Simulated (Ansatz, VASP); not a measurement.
## Two plane-wave programs on InSb

INCAR

```
SYSTEM = InSb
ALGO = Normal
EDIFF = 1E-6
ENCUT = 520
GGA = PE
ISIF = 2
ISMEAR = 0
IVDW = 13
LASPH = .TRUE.
LCHARG = .FALSE.
LREAL = .FALSE.
LWAVE = .FALSE.
NBANDS = 16
NELM = 100
PREC = Accurate
SIGMA = 0.05
```

File KPOINTS:

```
k-points
0
G
  6 6 6
  0 0 0
```

POSCAR

```
InSb
1.0
    0.0000000000      3.2929515462      3.2929515462
    3.2929515462      0.0000000000      3.2929515462
    3.2929515462      3.2929515462      0.0000000000
In Sb
1 1
Direct
    0.0000000000      0.0000000000      0.0000000000
    0.7500000000      0.7500000000      0.7500000000
```

Input for Ansatz:

```yaml
crystal:
  lattice:
    - [0.0, 3.2929515462, 3.2929515462]
    - [3.2929515462, 0.0, 3.2929515462]
    - [3.2929515462, 3.2929515462, 0.0]
  atoms:
    - { symbol: In, position: [0.0, 0.0, 0.0] }
    - { symbol: Sb, position: [0.75, 0.75, 0.75] }
basis:
  ecutwfc: 420
  ecutrho_ratio: 4
kpoints:
  mp_grid: { grid: [6, 6, 6] }
hamiltonian:
  xc: pbe
  dispersion: d4
scf:
  occupations: { method: gaussian, width: 0.05 }
output:
  forces: true
  stress: true
  eigenvalues: true
```

Alike in both runs: task single point; functional PBE; dispersion D4; k mesh 6 × 6 × 6; occupations gaussian, width 0.05 eV; no spin polarisation.

```csv
,VASP,Ansatz
version,VASP 6.6.1,Ansatz 0.2.0
potentials or method,"VASP PAW PBE potentials, release 64 (In_d, Sb), cutoff 520 eV","scalar-relativistic, plane waves, PAW"
valence electrons in the cell,18,28
```

```csv
,VASP,Ansatz,Ansatz less VASP
gap on the k mesh at the Fermi level (eV),none,none,-
pressure (GPa),-0.8,-0.8,+0.03
```

A gap of «none» marks a metal or a gap that the smearing closes. VASP's potentials hold 18 valence electrons a cell and Ansatz's 28, so a difference there can come from the potentials and not from the codes.

Neither program's run includes spin-orbit coupling.
